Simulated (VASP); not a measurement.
Here is a VASP 6.6.1 calculation.

Contents of INCAR:

```
SYSTEM = SrAg3
ALGO = Fast
EDIFF = 1E-7
EDIFFG = -0.01
ENCUT = 600
GGA = PE
IBRION = 2
ISIF = 3
ISMEAR = 0
LASPH = .TRUE.
LCHARG = .FALSE.
LREAL = .FALSE.
LWAVE = .FALSE.
NELM = 80
NSW = 100
PREC = Accurate
SIGMA = 0.1
```

The input KPOINTS:

```
k-points
0
G
  10 10 10
  0 0 0
```

POSCAR

```
SrAg3
1.0
    4.4675168491      0.0000000000      0.0000000000
    0.0000000000      4.4675168491      0.0000000000
    0.0000000000      0.0000000000      4.4675168491
Sr Ag
1 3
Direct
    0.0000000000      0.0000000000      0.0000000000
    0.0000000000      0.5000000000      0.5000000000
    0.5000000000      0.0000000000      0.5000000000
    0.5000000000      0.5000000000      0.0000000000
```

Potentials or basis: VASP PAW PBE potentials, release 64 (Sr_sv, Ag).

The run is started by

```console
$ cat potpaw_PBE.64/Sr_sv/POTCAR potpaw_PBE.64/Ag/POTCAR > POTCAR
$ mpirun -np 1 vasp_std > vasp.out
```

Estimate the band gap on the k mesh.

zero (an odd number of electrons rules out a gap without spin polarisation).

What does it give for the relaxed cell?

a = 4.575 Å, b = 4.575 Å, c = 4.575 Å, α = 90.00°, β = 90.00°, γ = 90.00°.

What does it give for the relaxed volume?

23.93 Å³/atom.

Estimate the space group after relaxing (to 0.1 Å).

Pm-3m (No. 221).

Final structure:
```
Sr Ag
1.0
     4.57453    0.00000    0.00000
     0.00000    4.57453    0.00000
     0.00000    0.00000    4.57453
Sr Ag
1 3
Direct
  0.00000 0.00000 0.00000
  0.00000 0.50000 0.50000
  0.50000 0.00000 0.50000
  0.50000 0.50000 0.00000
```
